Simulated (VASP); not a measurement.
A run of VASP 6.6.1 is set up as follows.

The input POSCAR:

```
SbPt
1.0
    4.1771189419      0.0000000000      0.0000000000
   -2.0885594710      3.6174911183      0.0000000000
    0.0000000000      0.0000000000      5.5329784100
Sb Pt
2 2
Direct
    0.3333333333      0.6666666667      0.2500000000
    0.6666666667      0.3333333333      0.7500000000
    0.0000000000      0.0000000000      0.0000000000
    0.0000000000      0.0000000000      0.5000000000
```

Contents of INCAR.step1:

```
  PREC = Accurate
  ENCUT = 520
  ISMEAR = -1
  SIGMA = 0.1
  LREAL = F
  LASPH = T
  NELM = 60
  NBANDS = 23
  GGA = PE
  ALGO = Normal
  EDIFF = 1E-4
  LWAVE = T
  LCHARG = F
```

The input INCAR.step2:

```
  PREC = Accurate
  ENCUT = 520
  EDIFF = 1E-6
  ISMEAR = -1
  SIGMA = 0.1
  LREAL = F
  LASPH = T
  NELM = 60
  ALGO = Normal
  ISIF = 2
  LWAVE = F
  LCHARG = F
  METAGGA = R2SCAN
  LMIXTAU = T
  NBANDS = 23
  ISTART = 1
```

The input KPOINTS:

```
regular mesh
0
Gamma
  9 9 6
```

Potentials or basis: VASP PAW PBE potentials, release 64 (Sb, Pt).

Run with:

```console
$ cat potpaw_PBE.64/Sb/POTCAR potpaw_PBE.64/Pt/POTCAR > POTCAR
$ cp INCAR.step1 INCAR
$ mpirun -np 1 vasp_std > vasp.out
$ cp INCAR.step2 INCAR
$ mpirun -np 1 vasp_std > vasp.out
```

Q: Predict the band gap on the k mesh.

A: Zero (bands 15 and 16 overlap by 4.22 eV).

Q: Estimate the pressure.

A: -0.1 GPa.

Caveat: the PAW data sets were made with another functional, which shifts forces and pressure a little; spin-orbit coupling is left out, which moves the levels of the heavy elements.
